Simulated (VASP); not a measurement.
# Ge14H7N in VASP: notebook, part 2 of 2

VASP 6.6.1. The steps go on from the part before.

## Step 3: Single point, PBE+D3(BJ)

INCAR reads:

```
ALGO = Normal
DIPOL = 0.5 0.5 0.477
EDIFF = 1E-6
ENCUT = 520
GGA = PE
IDIPOL = 3
ISIF = 2
ISMEAR = 0
IVDW = 12
KPAR = 8
LASPH = True
LCHARG = False
LDIPOL = True
LREAL = Auto
LWAVE = False
NBANDS = 121
NELM = 100
PREC = Accurate
SIGMA = 0.1
```

KPOINTS reads:

```
k-points
0
Gamma
  4 7 1
```

POSCAR reads:

```
Ge14H7N
1.0
    8.0601565460      0.0000000000      0.0000000000
    0.0000000000      4.0300782730      0.0000000000
    0.0000000000      0.0000000000     28.9434777519
H Ge N
7 14 1
Direct
    0.2500000000      0.1798895921      0.2936758351
    0.2500000000      0.8201104079      0.2936758351
    0.7500000000      0.8201104079      0.2936758351
    0.7500000000      0.1798895921      0.2936758351
   -0.3486466870     -0.0228235642      0.6630997181
   -0.4713046872      0.2859307145      0.6785765711
   -0.5087292039     -0.0907644332      0.6988354697
    0.2500000000      0.5000000000      0.3251956134
    0.7500000000      0.5000000000      0.3251956134
    0.5000000000      0.5000000000      0.3744242462
    0.0000000000      0.5000000000      0.3744242462
    0.5000000000      0.0000000000      0.4236528790
    0.0000000000      0.0000000000      0.4236528790
    0.7502939805     -0.0003469145      0.4751040045
    0.2494560038      0.0030602111      0.4708454849
    0.7613428854      0.4992718785      0.5261728016
    0.2393699774      0.5032923668      0.5182320352
    0.0157007188      0.4993566492      0.5767917288
    0.4892137048      0.4883972364      0.5687728334
    0.0614167075     -0.0007840261      0.6297714362
    0.3703456257     -0.0120692673      0.6065793070
   -0.4693425834      0.0391707360      0.6705381769
```

Potentials or basis: VASP PAW PBE potentials, release 64 (H, Ge_d, N).

On the command line:

```
cat potpaw_PBE.64/H/POTCAR potpaw_PBE.64/Ge_d/POTCAR potpaw_PBE.64/N/POTCAR > POTCAR
mpirun -np 8 vasp_std > vasp.out
```

OUTCAR:

```text
EDIFF = 1E-6
   ENCUT = 520
   GGA = PE
   ISIF = 2
   ISMEAR = 0
   IVDW = 12
   LASPH = True
   LREAL = Auto
   NELM = 100
   PREC = Accurate
 IVDW          = 12

 ion  position               nearest neighbor table
   1  0.250  0.180  0.294-   8 1.58
   2  0.250  0.820  0.294-   8 1.58
   3  0.750  0.820  0.294-   9 1.58
   4  0.750  0.180  0.294-   9 1.58
   5  0.651  0.977  0.663-  22 1.03
   6  0.529  0.286  0.679-  22 1.02
   7  0.491  0.909  0.699-  22 1.02
   8  0.250  0.500  0.325-   1 1.58   2 1.58  10 2.47  11 2.47
   9  0.750  0.500  0.325-   3 1.58   4 1.58  10 2.47  11 2.47
  10  0.500  0.500  0.374-   8 2.47   9 2.47  12 2.47  12 2.47
  11  0.000  0.500  0.374-   8 2.47   9 2.47  13 2.47  13 2.47
  12  0.500  0.000  0.424-  15 2.44  10 2.47  10 2.47  14 2.51
  13  0.000  0.000  0.424-  15 2.43  11 2.47  11 2.47  14 2.50
  14  0.750  1.000  0.475-  16 2.50  16 2.50  13 2.50  12 2.51
  15  0.249  0.003  0.471-  13 2.43  12 2.44  17 2.44  17 2.44
  16  0.761  0.499  0.526-  14 2.50  14 2.50  19 2.52  18 2.52
  17  0.239  0.503  0.518-  15 2.44  15 2.44  18 2.47  19 2.49
  18  0.016  0.499  0.577-  17 2.47  16 2.52  20 2.56  20 2.56
  19  0.489  0.488  0.569-  21 2.48  21 2.49  17 2.49  16 2.52
  20  0.061  0.999  0.630-  18 2.56  18 2.56  21 2.58
  21  0.370  0.988  0.607-  22 2.27  19 2.48  19 2.49  20 2.58
  22  0.531  0.039  0.671-   6 1.02   7 1.02   5 1.03  21 2.27

  LATTYP: Found a simple orthorhombic cell.
 ALAT       =     4.0300782730
 B/A-ratio  =     2.0000000000
 C/A-ratio  =     7.1818649146

  Lattice vectors:

 A1 = (   0.0000000000,  -4.0300782730,   0.0000000000)
 A2 = (   8.0601565460,   0.0000000000,   0.0000000000)
 A3 = (   0.0000000000,   0.0000000000,  28.9434777519)

Analysis of symmetry for initial positions (statically):
=====================================================================
 Subroutine PRICEL returns:
 Original cell was already a primitive cell.

 Routine SETGRP: Setting up the symmetry group for a
 simple orthorhombic supercell.

 Subroutine GETGRP returns: Found  1 space group operations
 (whereof  1 operations were pure point group operations)
[... 180 lines left out ...]
  volume of cell :      940.17
 maximum number of plane-waves:     25390
   NGX = 29   NGY = 15   NGZ =107

 dipolmoment           0.000000      0.000000      0.000011 electrons x Angstroem

 number of electron     207.9999817 magnetization

 dipolmoment           0.000000      0.000000     -0.337447 electrons x Angstroem

 Free energy of the ion-electron system (eV)
  ---------------------------------------------------
  ext. energy  EPLUGINS =         0.00000000
  ---------------------------------------------------
  free energy    TOTEN  =       -93.73365221 eV

  energy without entropy =      -93.73326661  energy(sigma->0) =      -93.73345941

 E-fermi :  -0.4424     XC(G=0):  -4.3267

 val. band max:       -0.6011583983   @ k =   0.5000   0.0000   0.0000
 cond. band min:      -0.2881570424   @ k =   0.5000   0.0000   0.0000
 fundamental gap:      0.3130013559
 Fermi energy:        -0.4424325593

 k-point     1 :       0.0000    0.0000    0.0000
  band No.  band energies     occupation
      1     -25.5768      2.00000
      2     -25.5331      2.00000
      3     -25.5061      2.00000
      4     -25.4144      2.00000
      5     -25.3938      2.00000
      6     -25.1553      2.00000
[... 1774 lines left out ...]
    115       2.8274      0.00000
    116       3.0188      0.00000
 [bands above 116 left out]

------------------------ aborting loop because EDIFF is reached ----------------------------------------

 vacuum level on the upper side and lower side of the slab       (xc-potential included)        -1.009         0.823

 Edisp (eV)   -3.60113

 E8    (eV) :    -1.5865

  FORCE on cell =-STRESS in cart. coord.  units (eV):
  Direction    XX          YY          ZZ          XY          YZ          ZX
  --------------------------------------------------------------------------------------
  -------------------------------------------------------------------------------------
  Total      -3.94435     2.29217    -1.50446    -0.12627     0.00904    -0.02427
  in kB      -6.72169     3.90616    -2.56380    -0.21519     0.01541    -0.04136
  external pressure =       -1.79 kB  Pullay stress =        0.00 kB

 VOLUME and BASIS-vectors are now :
 -----------------------------------------------------------------------------
  energy-cutoff  :      520.00
  volume of cell :      940.17
      direct lattice vectors                 reciprocal lattice vectors
     8.060156546  0.000000000  0.000000000     0.124067069  0.000000000  0.000000000
     0.000000000  4.030078273  0.000000000     0.000000000  0.248134138  0.000000000
     0.000000000  0.000000000 28.943477752     0.000000000  0.000000000  0.034550098

 POSITION                                       TOTAL-FORCE (eV/Angst)
 -----------------------------------------------------------------------------------
      2.01504      0.72497      8.50000         0.002242      0.553240      0.204569
      2.01504      3.30511      8.50000         0.001773     -0.553186      0.205544
      6.04512      3.30511      8.50000        -0.003911     -0.566406      0.200376
      6.04512      0.72497      8.50000        -0.002844      0.565392      0.201261
      5.25001      3.93810     19.19241        -0.013319     -0.007010     -0.017356
      4.26137      1.15232     19.64037        -0.016449      0.001646     -0.012573
[... 14 lines left out ...]
      2.98504      3.98144     17.55651         0.006230      0.001257      0.001913
      4.27718      0.15786     19.40771         0.043834      0.007401      0.045265
 -----------------------------------------------------------------------------------
    total drift:                               -0.001121      0.004179      0.000755

  FREE ENERGIE OF THE ION-ELECTRON SYSTEM (eV)
  ---------------------------------------------------
  free  energy   TOTEN  =       -97.3347780535 eV

  energy  without entropy=      -97.3343924481  energy(sigma->0) =      -97.33458525

 vacuum level on the upper side and lower side of the slab         1.952         3.814
```

OSZICAR:

```text
N       E                     dE             d eps       ncg     rms          rms(c)
DAV:   1     0.259058826684E+04    0.25906E+04   -0.10116E+05  4673   0.302E+03
DAV:   2     0.428487778381E+03   -0.21621E+04   -0.20990E+04  4358   0.823E+02
DAV:   3    -0.467194089813E+02   -0.47521E+03   -0.46233E+03  4814   0.248E+02
[... 21 lines left out ...]
DAV:  25    -0.937336431961E+02   -0.49295E-05   -0.22112E-07  2508   0.370E-03    0.214E-04
DAV:  26    -0.937336476481E+02   -0.44521E-05   -0.16886E-07  2476   0.364E-03    0.167E-04
DAV:  27    -0.937336505167E+02   -0.28686E-05   -0.10723E-07  2452   0.222E-03    0.120E-04
DAV:  28    -0.937336518395E+02   -0.13228E-05   -0.53975E-08  2404   0.157E-03    0.857E-05
DAV:  29    -0.937336522113E+02   -0.37175E-06   -0.24030E-08  2396   0.165E-03
   1 F= -.97334778E+02 E0= -.97334585E+02  d E =-.385605E-03
```

It took 25 min on 8 MPI ranks of AMD EPYC 7R43 (Zen 3), shared host; peak memory 1.4 GiB.

Results:

```
Free energy                : -97.3348 eV
Largest force              : 0.601 eV/Å
Band gap on the k mesh     : 0.31 eV
Dispersion energy per atom : -0.164 eV
```

Forces on the atoms (eV/Å):
```
H    0.002  0.553  0.205
H    0.002 -0.553  0.206
H   -0.004 -0.566  0.200
H   -0.003  0.565  0.201
H   -0.013 -0.007 -0.017
H   -0.016  0.002 -0.013
H   -0.014 -0.002 -0.015
Ge  -0.013 -0.002 -0.219
Ge   0.022  0.004 -0.263
Ge   0.121 -0.002 -0.130
Ge  -0.132 -0.001 -0.145
Ge   0.249 -0.001  0.021
Ge  -0.240  0.000 -0.079
Ge   0.000 -0.001  0.002
Ge  -0.004  0.001  0.000
Ge   0.002  0.000  0.000
Ge   0.001  0.001 -0.003
Ge  -0.001  0.000 -0.003
Ge  -0.007  0.002 -0.003
Ge  -0.002 -0.001  0.008
Ge   0.006  0.001  0.002
N    0.044  0.007  0.045
```
